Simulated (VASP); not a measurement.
Crystal: SiC.

```
CELL_PARAMETERS angstrom
3.11617 0.00000 0.00000
-1.55808 2.69868 0.00000
0.00000 0.00000 10.20317
ATOMIC_POSITIONS crystal
Si 0.00000 0.00000 0.18789
Si 0.00000 0.00000 0.68789
Si 0.33333 0.66667 0.43784
Si 0.66667 0.33333 0.93784
C 0.00000 0.00000 0.00046
C 0.00000 0.00000 0.50046
C 0.33333 0.66667 0.24980
C 0.66667 0.33333 0.74980
```

Base run:

| Quantity | Value |
| --- | --- |
| Program | VASP 6.6.1 |
| Functional | LDA |
| Potentials or basis | VASP PAW LDA potentials, release 64 (Si, C) |
| Cutoff | 520 eV |
| k mesh | 10 × 10 × 3 |
| Occupations | fermi-dirac, width 0.05 eV |
| Spin | no spin polarisation |

Its results: band gap on the k mesh 2.16 eV, indirect (least direct gap 3.27 eV); pressure -11.2 GPa; largest force 0.016 eV/Å.

Problem. The run is repeated on the same cell with these changes: functional from LDA to PBE; potentials or basis from VASP PAW LDA potentials, release 64 (Si, C) to VASP PAW PBE potentials, release 64 (Si, C). What comes out?

Solution. Band gap on the k mesh 2.22 eV, indirect (least direct gap 3.33 eV); pressure -4.4 GPa; largest force 0.007 eV/Å.

A k mesh can miss the band edges.
